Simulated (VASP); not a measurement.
Input of a VASP 6.6.1 run:

File INCAR:

```
PREC = Accurate ; ENCUT = 600
EDIFF = 1E-6 ; ISMEAR = 0
SIGMA = 0.1 ; LREAL = F
LASPH = T ; NELM = 60
ALGO = Normal ; ISIF = 3
LWAVE = F ; LCHARG = F
GGA = PE ; IBRION = 2
NSW = 90 ; EDIFFG = -0.04
```

File KPOINTS:

```
regular mesh
0
Gamma
  6 6 6
```

POSCAR

```
Zr2F
1.0
    1.4423680687      0.8327515927      5.5846308402
   -1.4423680687      0.8327515927      5.5846308402
    0.0000000000     -1.6655031855      5.5846308402
Zr F
2 1
Direct
    0.7484000000      0.7484000000      0.7484000000
    0.5849000000      0.5849000000      0.5849000000
    0.0000000000      0.0000000000      0.0000000000
```

Potentials or basis: VASP PAW PBE potentials, release 64 (Zr_sv, F).

Launch:

```bash
$ cat potpaw_PBE.64/Zr_sv/POTCAR potpaw_PBE.64/F/POTCAR > POTCAR
$ mpirun -np 1 vasp_std > vasp.out
```

Task: Predict the relaxed volume.

Result: 17.75 Å³/atom.

Task: Estimate the relaxed cell.

Result: a = 6.247 Å, b = 6.247 Å, c = 6.247 Å, α = 29.78°, β = 29.78°, γ = 29.78°.

Stress tensor (GPa, compression positive):
```
0.08 0.00 0.00
0.00 0.08 0.00
0.00 0.00 0.17
```

Caveat: the k points lie up to 0.38 Å⁻¹ apart in the final cell; the volume moved by over 15 % at a fixed basis, so the end points are rough; an odd number of electrons without spin polarisation forces a metal; a magnetic or distorted state may lie lower.
